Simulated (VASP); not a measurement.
Write the native input for VASP 6.6.1 that does the following.

| Property | Result |
| --- | --- |
| Task | single point |
| Functional | LDA |
| Potentials or basis | VASP PAW LDA potentials, release 64 (Mo_sv) |
| Cutoff | 520 eV |
| k mesh | 22 × 22 × 22 |
| Occupations | gaussian, width 0.15 eV |
| Spin | no spin polarisation |
| Dipole correction | no |
| Further INCAR settings | ALGO = Fast; EDIFF = 1e-07; NBANDS = 13 |

The structure of Mo lies in POSCAR:

```
Mo
1.0
    0.0000000000      2.0717902012      1.9060469851
    2.0717902012      0.0000000000      1.9060469851
    2.0717902012      2.0717902012      0.0000000000
Mo
1
Direct
    0.0000000000      0.0000000000      0.0000000000
```

This cell differs from its parent crystal: ratio of the length along z to the lengths across it x 0.92, volume and fractional coordinates fixed.

One way to write it, as run:

INCAR

```
PREC     = Accurate       # precision mode
ENCUT    = 520            # plane-wave cutoff, eV
EDIFF    = 1E-7           # SCF threshold, eV
ISMEAR   = 0              # smearing method
SIGMA    = 0.15           # smearing width, eV
LREAL    = False          # projectors in reciprocal space
LASPH    = True           # aspherical terms in the spheres
NELM     = 60             # most SCF steps
ALGO     = Fast           # electronic algorithm
ISIF     = 2              # what is computed and relaxed
LWAVE    = False          # write WAVECAR
LCHARG   = False          # write CHGCAR
GGA      = CA             # functional
NBANDS   = 13             # bands
```

KPOINTS

```
Automatic mesh
0
Gamma
  22 22 22
```

Potentials or basis: VASP PAW LDA potentials, release 64 (Mo_sv).

Launch:

```bash
$ cat potpaw_LDA.64/Mo_sv/POTCAR > POTCAR
$ mpirun -np 1 vasp_std > vasp.out
```

Results of the run:

* Pressure: -15.5 GPa
* Band gap on the k mesh: zero (bands 7 and 8 overlap by 4.38 eV)

Caveat: the stress differs along the axes, from -26 to -10 GPa.

Wall time 3.6 min on 1 thread of Intel Xeon 8259CL (shared host), peak memory 0.27 GiB.
